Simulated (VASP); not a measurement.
# PbS: electric field gradients with PBE

System: PbS, a slab with vacuum.

```xyz
4
Lattice="2.9792 -2.9382 0.0000 2.9792 2.9382 0.0000 -1.0943 0.0000 11.8634" Properties=species:S:1:pos:R:3 pbc="T T T"
Pb    3.9250    0.0000    7.5496
Pb    0.9392    0.0000    4.3138
S     0.9442    0.0000    7.1014
S     3.9199    0.0000    4.7620
```

- Program: VASP 6.6.1
- Task: electric field gradients
- Functional: PBE
- Potentials or basis: VASP PAW PBE potentials, release 64 (Pb_d, S)
- Cutoff: 400 eV
- k mesh: 7 × 7 × 3
- Occupations: fermi-dirac, width 0.01 eV
- Spin: no spin polarisation
- Dipole correction: no
- Further INCAR settings: ALGO = Normal; EDIFF = 1e-08; NBANDS = 28

| Item | Value |
| --- | --- |
| Largest force | 0.666 eV/Å |
| Band gap on the k mesh | 1.32 eV |
| Largest electric field gradient by atom | Pb -128.2; S +1.9 V/Å² |

Forces in eV/Å, atoms in the order of the input:
```
Pb  -0.001  0.000 -0.666
Pb   0.001  0.000  0.666
S   -0.005  0.000 -0.140
S    0.005  0.000  0.140
```

Levels at points of the mesh, in eV from the valence-band top:
| k point | band 17 | band 18 | band 19 | band 20 | band 21 | band 22 | band 23 | band 24 |
| --- | --- | --- | --- | --- | --- | --- | --- | --- |
| (0.00, 0.00, 0.00) | -2.24 | -1.32 | -1.21 | 0.00 | 1.42 | 3.01 | 5.05 | 5.10 |

Electric field gradients, principal values (V/Å²):
| atom | least | middle | greatest (by size) |
| --- | --- | --- | --- |
| 1 Pb | 36.626 | 91.621 | -128.248 |
| 2 Pb | 36.626 | 91.621 | -128.248 |
| 3 S | -0.219 | -1.669 | 1.888 |
| 4 S | -0.219 | -1.669 | 1.888 |

Run time: 2.3 min on 1 thread of Intel(R) Xeon(R) Platinum 8488C (Sapphire Rapids), on a shared host, peak memory 0.32 GiB.

Caveat: there is no dipole correction, which matters where the two faces differ; without QUAD_EFG the Cq values of the log hold for a quadrupole moment of 1 mb, not for the nuclei; spin-orbit coupling is left out, which moves the levels of the heavy elements.
